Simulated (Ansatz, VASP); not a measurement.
## TaSi2 in VASP and in Ansatz

```xyz
9
Lattice="4.7800 0.0000 0.0000 -2.3900 4.1396 0.0000 0.0000 0.0000 6.5640" Properties=species:S:1:pos:R:3 pbc="T T T"
Ta    2.3900    0.0000    3.2820
Ta    1.1950    2.0698    5.4700
Ta   -1.1950    2.0698    1.0940
Si    0.0000    1.3797    3.2820
Si    3.5851    0.6899    5.4700
Si    1.1951    3.4497    1.0940
Si    2.3900    2.7599    3.2820
Si   -1.1951    3.4497    5.4700
Si    1.1949    0.6899    1.0940
```

Alike in both runs: task relaxation of cell and atoms; functional PBEsol; k mesh 6 × 6 × 4; occupations gaussian, width 0.1 eV; no spin polarisation.

```csv
,VASP,Ansatz
version,VASP 6.6.1,Ansatz 0.2.0
potentials or method,"VASP PAW PBE potentials, release 64 (Ta_pv, Si), cutoff 600 eV","scalar-relativistic, plane waves, PAW"
valence electrons in the cell,57,63
```

```csv
,VASP,Ansatz,Ansatz less VASP
"gap on the k mesh at the Fermi level, each at its own relaxed structure (eV)",none,none,-
relaxed volume (Å³/atom),14.32,14.30,-0.019
relaxed cell length with the largest relative difference (Å),6.567,6.564,-0.0033
```

VASP's potentials were made for PBE, not for PBEsol. A gap of «none» marks a metal or a gap that the smearing closes. VASP's potentials hold 57 valence electrons a cell and Ansatz's 63, so a difference there can come from the potentials and not from the codes.

Spin-orbit coupling is off throughout.
